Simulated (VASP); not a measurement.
ZnSe (Stilleite), 2 atoms in the cell. The structure is cubic, space group F-43m (No. 216). Conventional cell: a = 5.797 Å, b = 5.797 Å, c = 5.797 Å, α = 90.00°, β = 90.00°, γ = 90.00°. Zn (site symmetry -43m) has 4 Se at 2.51 Å within 3.3 Å. Se (site symmetry -43m) has 4 Zn at 2.51 Å within 3.3 Å. 

- Program: VASP 6.6.1
- Task: single point
- Functional: PBEsol
- Potentials or basis: VASP PAW PBE potentials, release 64 (Zn, Se)
- Cutoff: 520 eV
- k mesh: 6 × 6 × 6
- Occupations: gaussian, width 0.01 eV
- Spin: no spin polarisation
- Dipole correction: no
- Further INCAR settings: ALGO = Normal; EDIFF = 1e-07; NBANDS = 16

Potentials or basis: VASP PAW PBE potentials, release 64 (Zn, Se).

Run with:

```bash
$ cat potpaw_PBE.64/Zn/POTCAR potpaw_PBE.64/Se/POTCAR > POTCAR
$ mpirun -np 1 vasp_std > vasp.out
```

Hardware: 1 thread of AMD EPYC 7571, with other jobs on the host.

Task: Estimate the wall time of this run.

Result: Wall time 31 s on 1 thread of AMD EPYC 7571, on a shared host, peak memory 0.14 GiB. Counts: scf iterations 14, k points 16.
